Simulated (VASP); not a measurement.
Input of a VASP 6.6.1 run:

Contents of INCAR:

```
SYSTEM = AlN
  PREC = Accurate
  ENCUT = 600
  EDIFF = 1E-8
  ISMEAR = 0
  SIGMA = 0.01
  LREAL = .False.
  LASPH = .True.
  NELM = 80
  ALGO = Normal
  ISIF = 3
  LWAVE = .False.
  LCHARG = .True.
  GGA = PS
  IVDW = 12
  NBANDS = 11
  IBRION = 6
  NFREE = 2
  POTIM = 0.015
  NSW = 1
```

KPOINTS

```
regular mesh
0
Gamma
  10 10 10
  0 0 0
```

The input POSCAR:

```
AlN
1.0
    0.0000000000      2.1780376771      2.1780376771
    2.1780376771      0.0000000000      2.1780376771
    2.1780376771      2.1780376771      0.0000000000
Al N
1 1
Direct
    0.0000000000      0.0000000000      0.0000000000
    0.7500000000      0.7500000000      0.7500000000
```

Potentials or basis: VASP PAW PBE potentials, release 64 (Al, N).

Command:

```bash
$ cat potpaw_PBE.64/Al/POTCAR potpaw_PBE.64/N/POTCAR > POTCAR
$ mpirun -np 1 vasp_std > vasp.out
```

**Question.** Predict the elastic constants C11, C12, C44.

**Answer.** 291, 165, 183 GPa.

**Question.** Estimate the Voigt bulk modulus.

**Answer.** 207 GPa.

**Question.** What does it give for the highest phonon frequency at Γ, LO-TO splitting left out?

**Answer.** 666 cm⁻¹.

Elastic tensor in Voigt notation (GPa, in the Cartesian axes of the cell as first typed):
```
291 165 165   0   0   0
165 291 165   0   0   0
165 165 291   0   0   0
  0   0   0 183   0   0
  0   0   0   0 183   0
  0   0   0   0   0 183
```

Caveat: three body term missing; the PAW data sets were made with another functional, which shifts forces and pressure a little.
